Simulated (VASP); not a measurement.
# Ir (P-1) in VASP: further runs

Runs on Ir. Level: LDA. Tasks: single point.

All numbers are computed with VASP 6.6.1; they aren't measurements. Logs are shortened: lines on timing, memory, paths and dates and some standing lists are left out, and cuts for length are marked.

## (1) The cell of the first run

The typed cell holds 2 atoms: a = 2.747 Å, b = 2.747 Å, c = 4.455 Å, α = 90.00°, β = 90.00°, γ = 120.00°.

## (2) Single point, LDA

Contents of INCAR:

```
SYSTEM = Ir
PREC     = Accurate       ! precision mode
ENCUT    = 520            ! plane-wave cutoff, eV
EDIFF    = 1E-7           ! SCF threshold, eV
ISMEAR   = 1              ! smearing method
SIGMA    = 0.15           ! smearing width, eV
LREAL    = .False.        ! projectors in reciprocal space
LASPH    = .True.         ! aspherical terms in the spheres
NELM     = 100            ! most SCF steps
ALGO     = Normal         ! electronic algorithm
ISIF     = 2              ! what is computed and relaxed
LWAVE    = .False.        ! write WAVECAR
LCHARG   = .True.         ! write CHGCAR
GGA      = CA             ! functional
LELF     = .True.         ! ELF
LVHAR    = .True.       
NBANDS   = 16             ! bands
```

Contents of KPOINTS:

```
Automatic mesh
0
Gamma
  8 8 5
  0 0 0
```

Contents of POSCAR:

```
Ir
1.0
    2.7467867026      0.0000000000      0.0000000000
   -1.3733933513      2.3787820961      0.0000000000
    0.0000000000      0.0000000000      4.4548404202
Ir
2
Direct
    0.6752900000      0.3420400000      0.7556000000
    0.3517200000      0.6776500000      0.2507600000
```

Potentials or basis: VASP PAW LDA potentials, release 64 (Ir).

Run with:

```sh
> cat potpaw_LDA.64/Ir/POTCAR > POTCAR
> mpirun -np 1 vasp_std > vasp.out
```

OUTCAR:

```text
SYSTEM = Ir
   PREC = Accurate
   ENCUT = 520
   EDIFF = 1E-7
   ISMEAR = 1
   LREAL = .False.
   LASPH = .True.
   NELM = 100
   ISIF = 2
   GGA = CA

 ion  position               nearest neighbor table
   1  0.675  0.342  0.756-   2 2.71   2 2.71   2 2.73   2 2.74   2 2.75   2 2.77
   2  0.352  0.678  0.251-   1 2.71   1 2.71   1 2.73   1 2.74   1 2.75   1 2.77

  LATTYP: Found a hexagonal cell.
 ALAT       =     2.7467867026
 C/A-ratio  =     1.6218370418

  Lattice vectors:

 A1 = (   2.7467867026,   0.0000000000,   0.0000000000)
 A2 = (  -1.3733933513,   2.3787820961,   0.0000000000)
 A3 = (   0.0000000000,   0.0000000000,   4.4548404202)

Analysis of symmetry for initial positions (statically):
=====================================================================
 Subroutine PRICEL returns:
 Original cell was already a primitive cell.

 Routine SETGRP: Setting up the symmetry group for a
 hexagonal supercell.

 Subroutine GETGRP returns: Found  2 space group operations
 (whereof  1 operations were pure point group operations)
 out of a pool of 24 trial point group operations.

The static configuration has the point symmetry C_1 .
 The point group associated with its full space group is S_2 .

Analysis of symmetry for dynamics (positions and initial velocities):
=====================================================================
 Subroutine PRICEL returns:
 Original cell was already a primitive cell.

 Routine SETGRP: Setting up the symmetry group for a
 hexagonal supercell.

 Subroutine GETGRP returns: Found  2 space group operations
 (whereof  1 operations were pure point group operations)
 out of a pool of 24 trial point group operations.

The dynamic configuration has the point symmetry C_1 .
 The point group associated with its full space group is S_2 .

 Subroutine INISYM returns: Found  2 space group operations
 (whereof  1 operations are pure point group operations),
 and found     1 'primitive' translations

----------------------------------------------------------------------------------------

                                     Primitive cell

  volume of cell :      29.1080

  direct lattice vectors                    reciprocal lattice vectors
     2.746786703  0.000000000  0.000000000     0.364061760  0.210191594  0.000000000
    -1.373393351  2.378782096  0.000000000     0.000000000  0.420383188  0.000000000
     0.000000000  0.000000000  4.454840420     0.000000000  0.000000000  0.224474932

  length of vectors
     2.746786703  2.746782401  4.454840420     0.420382529  0.420383188  0.224474932

  position of ions in fractional coordinates (direct lattice)
     0.675290000  0.342040000  0.755600000
     0.351720000  0.677650000  0.250760000

  ion indices of the primitive-cell ions
   primitive index   ion index
                 1           1
                 2           2

----------------------------------------------------------------------------------------

 KPOINTS: Automatic mesh

Automatic generation of k-mesh.
 Grid dimensions read from file:
 generate k-points for:    8    8    5

 Generating k-lattice:

  Cartesian coordinates                     Fractional coordinates (reciprocal lattice)
     0.045507720  0.026273949  0.000000000     0.125000000  0.000000000  0.000000000
     0.000000000  0.052547898  0.000000000     0.000000000  0.125000000  0.000000000
     0.000000000  0.000000000  0.044894986     0.000000000  0.000000000  0.200000000

  Length of vectors
     0.052547816  0.052547898  0.044894986

  Shift w.r.t. Gamma in fractional coordinates (k-lattice)
     0.000000000  0.000000000  0.000000000

 Subroutine IBZKPT returns following result:
 ===========================================

 Found    162 irreducible k-points:

 Following reciprocal coordinates:
            Coordinates               Weight
  0.000000  0.000000  0.000000      1.000000
  0.125000  0.000000  0.000000      2.000000
  0.000000  0.125000  0.000000      2.000000
 -0.125000  0.125000  0.000000      2.000000
  0.250000  0.000000  0.000000      2.000000
  0.000000  0.250000  0.000000      2.000000
[... 16 lines left out ...]
  0.375000  0.125000  0.000000      2.000000
 -0.125000  0.500000  0.000000      2.000000
 [... further k-points ...]
   k-points           NKPTS =    162   k-points in BZ     NKDIM =    162   number of bands    NBANDS=     16
   number of dos      NEDOS =    301   number of ions     NIONS =      2
   total plane-waves  NPLWV =  14400
   dimension x,y,z NGX =    20 NGY =   20 NGZ =   36
   dimension x,y,z NGXF=    40 NGYF=   40 NGZF=   72
   ions per type =               2
   NGX,Y,Z   is equivalent  to a cutoff of  12.10, 12.10, 13.43 a.u.
   NGXF,Y,Z  is equivalent  to a cutoff of  24.21, 24.21, 26.87 a.u.
 SYSTEM =  Ir
   PREC   = accura    normal or accurate (medium, high low for compatibility)
   ISTART =      0    job   : 0-new  1-cont  2-samecut
   ICHARG =      2    charge: 1-file 2-atom 10-const
   ISPIN  =      1    spin polarized calculation?
   LNONCOLLINEAR =      F non collinear calculations
   LSORBIT =      F    spin-orbit coupling
   LASPH  =      T    aspherical Exc in radial PAW
   ENCUT  =  520.0 eV  38.22 Ry    6.18 a.u.   5.11  5.11  8.28*2*pi/ulx,y,z
   NELM   =    100;   NELMIN=  2; NELMDL= -5     # of ELM steps
   EDIFF  = 0.1E-06   stopping-criterion for ELM
   LREAL  =      F    real-space projection
   EDIFFG = 0.1E-05   stopping-criterion for IOM
   NSW    =      0    number of steps for IOM
   IBRION =     -1    ionic relax: 0-MD 1-quasi-New 2-CG
   NFREE  =      0    steps in history (QN), initial steepest desc. (CG)
   ISIF   =      2    stress and relaxation
   ISYM   =      2    0-nonsym 1-usesym 2-fastsym
   POTIM  = 0.5000    time-step for ionic-motion
   TEBEG  =    0.0;   TEEND  =   0.0 temperature during run
   PSTRESS=    0.0 pullay stress
   NELECT =      18.0000    total number of electrons
   NUPDOWN=      -1.0000    fix difference up-down
   EMIN   =  10.00;   EMAX   =-10.00  energy-range for DOS
   EFERMI =   0.00;   METHOD = LEGACY
   ISMEAR =     1;   SIGMA  =   0.15  broadening in eV -4-tet -1-fermi 0-gaus
   EFERMI_NEDOS =   21; number of points for ismear=-14 and -15
   IALGO  =     38    algorithm
   IMIX   =      4    mixing-type and parameters
     AMIX     =   0.40;   BMIX     =  1.00
     AMIX_MAG =   1.60;   BMIX_MAG =  1.00
  volume/ion in A,a.u.               =      14.55        98.22
  Fermi-wavevector in a.u.,A,eV,Ry     =   1.394746  2.635688 26.467631  1.945316
  Thomas-Fermi vector in A             =   2.518265
   LORBIT       =      0    0 simple, 1 ext, 2 COOP (PROOUT), +10 PAW based schemes
   GGA     = CA    functional components
   LHFCALC =     F    Hartree Fock is set to
   AEXX    =    0.0000 exact exchange contribution
   IVDW    =     0    specifies the selected vdW correction
   LEPSILON=     F    determine dielectric tensor
   LRPA    =     F    only Hartree local field effects (RPA)
 non-spin polarized calculation
 Methfessel and Paxton  Order N= 1 SIGMA  =   0.15
  energy-cutoff  :      520.00
  volume of cell :       29.11
 maximum number of plane-waves:       794
   NGX = 11   NGY = 11   NGZ = 17

 number of electron      18.0000000 magnetization

 Free energy of the ion-electron system (eV)
  ---------------------------------------------------
  ext. energy  EPLUGINS =         0.00000000
  ---------------------------------------------------
  free energy    TOTEN  =       -20.35622002 eV

  energy without entropy =      -20.35822676  energy(sigma->0) =      -20.35688893

 E-fermi :   9.9146     XC(G=0): -13.9730

 val. band max:        9.9102787045   @ k =  -0.1250   0.5000   0.0000
 cond. band min:       9.9162226244   @ k =  -0.3750   0.5000   0.0000
 fundamental gap:      0.0059439199
 Fermi energy:         9.9145972722

 k-point     1 :       0.0000    0.0000    0.0000
  band No.  band energies     occupation
      1      -0.9891      2.00000
      2       2.0136      2.00000
      3       6.1150      2.00000
      4       6.2164      2.00000
      5       6.2458      2.00000
      6       6.8390      2.00000
[... 8 lines left out ...]
     15      26.3645      0.00000
     16      27.3628      0.00000

 k-point     2 :       0.1250    0.0000    0.0000
  band No.  band energies     occupation
      1      -0.4079      2.00000
      2       2.5080      2.00000
      3       5.5236      2.00000
      4       6.5166      2.00000
      5       6.7089      2.00000
      6       6.7849      2.00000
[... 8 lines left out ...]
     15      27.0189      0.00000
     16      27.7712      0.00000

 k-point     3 :       0.0000    0.1250    0.0000
  band No.  band energies     occupation
      1      -0.4064      2.00000
      2       2.5150      2.00000
      3       5.5045      2.00000
      4       6.4996      2.00000
      5       6.7259      2.00000
      6       6.7780      2.00000
[... 8 lines left out ...]
     15      27.0569      0.00000
     16      27.8687      0.00000

 k-point     4 :      -0.1250    0.1250    0.0000
  band No.  band energies     occupation
      1      -0.4058      2.00000
      2       2.5177      2.00000
      3       5.4961      2.00000
      4       6.4911      2.00000
      5       6.7325      2.00000
      6       6.7783      2.00000
[... 8 lines left out ...]
     15      27.0733      0.00000
     16      27.9096      0.00000
[... 324 lines left out ...]
 k-point    22 :       0.3750   -0.1250    0.0000
  band No.  band energies     occupation
      1       2.2243      2.00000
      2       3.5567      2.00000
      3       4.1501      2.00000
      4       4.9413      2.00000
      5       5.9728      2.00000
      6       6.3475      2.00000
[... 8 lines left out ...]
     15      22.1033      0.00000
     16      25.3631      0.00000

 k-point    23 :       0.3750    0.1250    0.0000
  band No.  band energies     occupation
      1       3.0135      2.00000
      2       3.1284      2.00000
      3       3.3950      2.00000
      4       5.8147      2.00000
      5       5.9448      2.00000
      6       6.5802      2.00000
[... 8 lines left out ...]
     15      20.2673      0.00000
     16      23.3463      0.00000

 k-point    24 :      -0.1250    0.5000    0.0000
  band No.  band energies     occupation
      1       3.0556      2.00000
      2       3.1481      2.00000
      3       3.4421      2.00000
      4       5.8164      2.00000
      5       5.9051      2.00000
      6       6.5038      2.00000
[... 8 lines left out ...]
     15      20.4396      0.00000
     16      23.2517      0.00000

 [... further k-points ...]
[... 5 lines left out ...]
  --------------------------------------------------------------------------------------
  -------------------------------------------------------------------------------------
  Total       -2.3274968     -2.3329253     -2.6202126     -0.0144065     -0.0043004     -0.0178743
  in kB     -128.1114463   -128.4102405   -144.2232788     -0.7929721     -0.2367045     -0.9838450
  external PRESSURE =    -133.5816552 kB  Pullay stress =       0.0000000 kB

 VOLUME and BASIS-vectors are now :
 -----------------------------------------------------------------------------
  energy-cutoff  :      520.00
  volume of cell :       29.11
      direct lattice vectors                 reciprocal lattice vectors
     2.746786703  0.000000000  0.000000000     0.364061760  0.210191594  0.000000000
    -1.373393351  2.378782096  0.000000000     0.000000000  0.420383188  0.000000000
     0.000000000  0.000000000  4.454840420     0.000000000  0.000000000  0.224474932

 POSITION                                       TOTAL-FORCE (eV/Angst)
 -----------------------------------------------------------------------------------
      1.38512      0.81364      3.36608         0.112400      0.024501     -0.268098
      0.03542      1.61198      1.11710        -0.112400     -0.024501      0.268098
 -----------------------------------------------------------------------------------
    total drift:                               -0.000002      0.000003      0.000001

  FREE ENERGIE OF THE ION-ELECTRON SYSTEM (eV)
  ---------------------------------------------------
  free  energy   TOTEN  =       -20.3562200161 eV

  energy  without entropy=      -20.3582267559  energy(sigma->0) =      -20.35688893
```

Run time: 41 s. Hardware: 1 thread of Intel Xeon 6975P-C, shared host; peak memory 0.18 GiB.

Results:

- Free energy: -20.3562 eV
- Pressure: -13.4 GPa
- Largest force: 0.292 eV/Å
- Band gap on the k mesh: zero (band 9 reaches 10.89 eV, above the bottom of band 10 at 7.77 eV)

Forces in eV/Å, atoms in the order of the input:
```
Ir   0.112  0.025 -0.268
Ir  -0.112 -0.025  0.268
```

Levels at points of the mesh, in eV from the Fermi level:
```csv
k point,band 6,band 7,band 8,band 9,band 10,band 11,band 12,band 13
"(0.00, 0.00, 0.00)",-3.08,-3.03,-2.33,-2.18,-0.68,0.22,0.38,6.84
"(0.50, 0.00, 0.00)",-3.22,-2.86,0.73,0.98,1.09,2.83,4.37,8.00
"(0.00, 0.50, 0.00)",-3.31,-2.87,0.70,0.96,1.11,2.90,4.30,8.12
"(0.50, 0.50, 0.00)",-3.35,-2.87,0.69,0.95,1.12,2.94,4.27,8.17
```

Caveat: spin-orbit coupling is left out, which moves the levels of the heavy elements.

## (3) Single point, LDA

This run uses another cell than the first one, of 14.63 Å³/atom, 1.005 times its volume.

Contents of INCAR:

```
SYSTEM = Ir
ALGO     = Normal         ! electronic algorithm
EDIFF    = 1E-6           ! SCF threshold, eV
ENCUT    = 520            ! plane-wave cutoff, eV
GGA      = CA             ! functional
ISIF     = 2              ! what is computed and relaxed
ISMEAR   = 1              ! smearing method
LASPH    = .TRUE.         ! aspherical terms in the spheres
LCHARG   = .TRUE.         ! write CHGCAR
LELF     = .TRUE.         ! ELF
LREAL    = .FALSE.        ! projectors in reciprocal space
LVHAR    = .TRUE.       
LWAVE    = .FALSE.        ! write WAVECAR
NBANDS   = 16             ! bands
NELM     = 80             ! most SCF steps
PREC     = Accurate       ! precision mode
SIGMA    = 0.15           ! smearing width, eV
```

Contents of KPOINTS:

```
k-points
0
G
  8 8 5
  0 0 0
```

Contents of POSCAR:

```
Ir
1.0
    2.7513800000      0.0000000000      0.0000000000
   -1.3756900000      2.3827600000      0.0000000000
    0.0000000000      0.0000000000      4.4622900000
Ir
2
Direct
    0.6752900000      0.3420400000      0.7556000000
    0.3517200000      0.6776500000      0.2507600000
```

Potentials or basis: VASP PAW LDA potentials, release 64 (Ir).

Run with:

```sh
> cat potpaw_LDA.64/Ir/POTCAR > POTCAR
> mpirun -np 1 vasp_std > vasp.out
```

OUTCAR:

```text
SYSTEM = Ir
   EDIFF = 1E-6
   ENCUT = 520
   GGA = CA
   ISIF = 2
   ISMEAR = 1
   LASPH = .TRUE.
   LREAL = .FALSE.
   NELM = 80
   PREC = Accurate

 ion  position               nearest neighbor table
   1  0.675  0.342  0.756-   2 2.71   2 2.72   2 2.73   2 2.75   2 2.75   2 2.77
   2  0.352  0.678  0.251-   1 2.71   1 2.72   1 2.73   1 2.75   1 2.75   1 2.77

  LATTYP: Found a hexagonal cell.
 ALAT       =     2.7513800000
 C/A-ratio  =     1.6218370418

  Lattice vectors:

 A1 = (   2.7513800000,   0.0000000000,   0.0000000000)
 A2 = (  -1.3756900000,   2.3827600000,   0.0000000000)
[... 627 lines left out ...]
      4       5.7616      2.00000
      5       5.8470      2.00000
      6       6.4435      2.00000
[... 8 lines left out ...]
     15      20.3091      0.00000
     16      23.1125      0.00000

 [... further k-points ...]
[... 5 lines left out ...]
  --------------------------------------------------------------------------------------
  -------------------------------------------------------------------------------------
  Total       -2.6331241     -2.6384407     -2.9278782     -0.0140127     -0.0042488     -0.0176855
  in kB     -144.2092913   -144.5004678   -160.3521995     -0.7674415     -0.2326935     -0.9685862
  external PRESSURE =    -149.6873195 kB  Pullay stress =       0.0000000 kB

 VOLUME and BASIS-vectors are now :
 -----------------------------------------------------------------------------
  energy-cutoff  :      520.00
  volume of cell :       29.25
      direct lattice vectors                 reciprocal lattice vectors
     2.751380000  0.000000000  0.000000000     0.363453976  0.209840689  0.000000000
    -1.375690000  2.382760000  0.000000000     0.000000000  0.419681378  0.000000000
     0.000000000  0.000000000  4.462290000     0.000000000  0.000000000  0.224100182

 POSITION                                       TOTAL-FORCE (eV/Angst)
 -----------------------------------------------------------------------------------
      1.38744      0.81500      3.37171         0.111037      0.024300     -0.260139
      0.03548      1.61468      1.11896        -0.111037     -0.024300      0.260139
 -----------------------------------------------------------------------------------
    total drift:                               -0.000002      0.000003      0.000001

  FREE ENERGIE OF THE ION-ELECTRON SYSTEM (eV)
  ---------------------------------------------------
  free  energy   TOTEN  =       -20.3433720743 eV

  energy  without entropy=      -20.3454856458  energy(sigma->0) =      -20.34407660
```

Run time: 36 s. Hardware: 1 thread of Intel Xeon 6975P-C, shared host; peak memory 0.18 GiB.

What came out:

```
Free energy            : -20.3434 eV
Pressure               : -15.0 GPa
Largest force          : 0.284 eV/Å
Band gap on the k mesh : zero (band 9 reaches 10.80 eV, above the bottom of band 10 at 7.70 eV)
```

Forces in eV/Å, atoms in the order of the input:
```
Ir   0.111  0.024 -0.260
Ir  -0.111 -0.024  0.260
```

Caveat: spin-orbit coupling is left out, which moves the levels of the heavy elements.

## (4) Single point, LDA

This run uses another cell than the first one, of 14.63 Å³/atom, 1.005 times its volume.

Contents of INCAR:

```
SYSTEM = Ir
ALGO = Normal ; EDIFF = 1E-6
ENCUT = 520 ; ISIF = 2
ISMEAR = 1 ; LASPH = .TRUE.
LCHARG = .FALSE. ; LREAL = .FALSE.
LWAVE = .FALSE. ; NBANDS = 16
NELM = 60 ; PREC = Accurate
SIGMA = 0.15
```

KPOINTS is that of step 3.

Edit POSCAR of step 3 so:

```diff
@@ -8,3 +8,3 @@
 Direct
-    0.6752900000      0.3420400000      0.7556000000
+    0.6752900000      0.3420400000      0.7564964007
     0.3517200000      0.6776500000      0.2507600000
```

Run with:

```sh
> cat potpaw_LDA.64/Ir/POTCAR > POTCAR
> mpirun -np 1 vasp_std > vasp.out
```

Wall time 39 s (1 thread of Intel Xeon 6975P-C, shared host); peak memory 0.18 GiB.

Results (log left out):

| Property | Result |
| --- | --- |
| Free energy | -20.3422 eV |
| Pressure | -14.9 GPa |
| Largest force | 0.328 eV/Å |
| Band gap on the k mesh | zero (band 9 reaches 10.80 eV, above the bottom of band 10 at 7.70 eV) |

Forces in eV/Å, atoms in the order of the input:
```
Ir   0.111  0.024 -0.308
Ir  -0.111 -0.024  0.308
```

Stress tensor (GPa, compression positive):
```
-14.41  -0.08  -0.11
 -0.08 -14.43  -0.03
 -0.11  -0.03 -15.96
```

Levels at points of the mesh, in eV from the Fermi level:
```csv
k point,band 6,band 7,band 8,band 9,band 10,band 11,band 12,band 13
"(0.00, 0.00, 0.00)",-3.05,-3.01,-2.31,-2.16,-0.67,0.22,0.38,6.79
"(0.50, 0.00, 0.00)",-3.20,-2.84,0.72,0.97,1.08,2.81,4.34,7.97
"(0.00, 0.50, 0.00)",-3.28,-2.85,0.69,0.95,1.10,2.88,4.27,8.08
"(0.50, 0.50, 0.00)",-3.32,-2.85,0.68,0.94,1.11,2.92,4.24,8.13
```

Caveat: spin-orbit coupling is left out, which moves the levels of the heavy elements.

(Part 1 of 2 ends here.)
